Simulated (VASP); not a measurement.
Wanted: the native input for a VASP 6.6.1 run.

```
Task                   : single point
Functional             : PBE
Potentials or basis    : VASP PAW PBE potentials, release 64 (Li_sv, Ti_sv)
Cutoff                 : 520 eV
k mesh                 : 18 × 18 × 18
Occupations            : gaussian, width 0.1 eV
Spin                   : collinear spin, ferromagnetic start
Starting moments       : [0.2, 1.62] μB
Dipole correction      : no
Further INCAR settings : ALGO = Normal; EDIFF = 1e-07; NBANDS = 18
```

The structure of LiTi lies in POSCAR:

```
LiTi
1.0
    0.0000000000      2.8862540702      2.8862540702
    2.8862540702      0.0000000000      2.8862540702
    2.8862540702      2.8862540702      0.0000000000
Li Ti
1 1
Direct
    0.2500000000      0.2500000000      0.2500000000
    0.0000000000      0.0000000000      0.0000000000
```

The input as run:

INCAR

```
PREC = Accurate ; ENCUT = 520
EDIFF = 1E-7 ; ISMEAR = 0
SIGMA = 0.1 ; LREAL = False
LASPH = True ; NELM = 150
ALGO = Normal ; ISIF = 2
LWAVE = False ; LCHARG = False
ISPIN = 2 ; MAGMOM = 0.2 1.62
LORBIT = 11 ; LMAXMIX = 4
GGA = PE ; NBANDS = 18
```

KPOINTS

```
regular mesh
0
Gamma
  18 18 18
```

Potentials or basis: VASP PAW PBE potentials, release 64 (Li_sv, Ti_sv).

Run with:

```bash
$ cat potpaw_PBE.64/Li_sv/POTCAR potpaw_PBE.64/Ti_sv/POTCAR > POTCAR
$ mpirun -np 1 vasp_std > vasp.out
```

It gave:

| Quantity | Value |
| --- | --- |
| Net moment | 2.62 μB per cell |
| Site moments | Li +0.08; Ti +1.75 μB |
| Valence electrons inside the program's atomic spheres | Li 2.15; Ti 10.15 |

It took 2.5 min on 1 thread of Intel(R) Xeon(R) 6975P-C (Granite Rapids), with other jobs on the host, peak memory 0.37 GiB.
